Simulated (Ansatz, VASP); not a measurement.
Two plane-wave programs on Ti3Al

File POSCAR:

```
Ti3Al
1.0
    4.0510427150      0.0000000000      0.0000000000
    0.0000000000      4.0510427150      0.0000000000
    0.0000000000      0.0000000000      4.0510427150
Ti Al
3 1
Direct
    0.0000000000      0.5000000000      0.0000000000
    0.0000000000      0.0000000000      0.5000000000
    0.5000000000      0.0000000000      0.0000000000
    0.5000000000      0.5000000000      0.5000000000
```

INCAR.step1

```
PREC = Accurate
ENCUT = 520
ISMEAR = 0
SIGMA = 0.1
LREAL = False
LASPH = True
NELM = 100
NBANDS = 28
GGA = PE
ALGO = Normal
EDIFF = 1E-4
LWAVE = True
LCHARG = False
```

File INCAR.step2:

```
PREC = Accurate
ENCUT = 520
EDIFF = 1E-6
ISMEAR = 0
SIGMA = 0.1
LREAL = False
LASPH = True
NELM = 100
ALGO = Normal
ISIF = 2
LWAVE = False
LCHARG = True
METAGGA = R2SCAN
LMIXTAU = True
LELF = True
LVHAR = True
NBANDS = 28
ISTART = 1
```

Contents of KPOINTS:

```
regular mesh
0
Gamma
  12 12 12
```

Input for Ansatz:

```yaml
crystal:
  lattice:
    - [4.051042715, 0.0, 0.0]
    - [0.0, 4.051042715, 0.0]
    - [0.0, 0.0, 4.051042715]
  atoms:
    - { symbol: Ti, position: [0.0, 0.5, 0.0] }
    - { symbol: Ti, position: [0.0, 0.0, 0.5] }
    - { symbol: Ti, position: [0.5, 0.0, 0.0] }
    - { symbol: Al, position: [0.5, 0.5, 0.5] }
basis:
  ecutwfc: 500
kpoints:
  mp_grid: { grid: [12, 12, 12] }
  band_path:
    path:
      - [[0.0, 0.0, 0.0], [0.0, 0.5, 0.0], [0.5, 0.5, 0.0], [0.0, 0.0, 0.0], [0.5, 0.5, 0.5], [0.0, 0.5, 0.0]]
      - [[0.5, 0.5, 0.5], [0.5, 0.5, 0.0]]
    npoints: 14
hamiltonian:
  xc: r2scan
scf:
  occupations: { method: gaussian, width: 0.1 }
  n_extra_bands: 10
output:
  forces: true
  stress: true
  eigenvalues: true
  populations: true
  dos: { projected: true, de: 0.02, nscf_kmesh: { grid: [15, 15, 15] } }
  bader: true
  write_density: true
  write_potential: true
  elf: true
  volumetric_format: npy
```

Alike in both runs: task single point; functional r2SCAN; k mesh 12 × 12 × 12; occupations gaussian, width 0.1 eV; no spin polarisation.

|  | VASP | Ansatz |
| --- | --- | --- |
| version | VASP 6.6.1 | Ansatz 0.2.0 |
| potentials or method | VASP PAW PBE potentials, release 64 (Ti_sv, Al), cutoff 520 eV | scalar-relativistic, plane waves, PAW |
| valence electrons in the cell | 39 | 39 |

VASP gave:

- gap on the k mesh at the Fermi level (eV): none
- pressure (GPa): -0.6

Task: Estimate Ansatz's values.

Result: gap on the k mesh at the Fermi level (eV): none; pressure (GPa): -0.9.

VASP's potentials were made for PBE, not for r2SCAN. A gap of «none» marks a metal or a gap that the smearing closes.
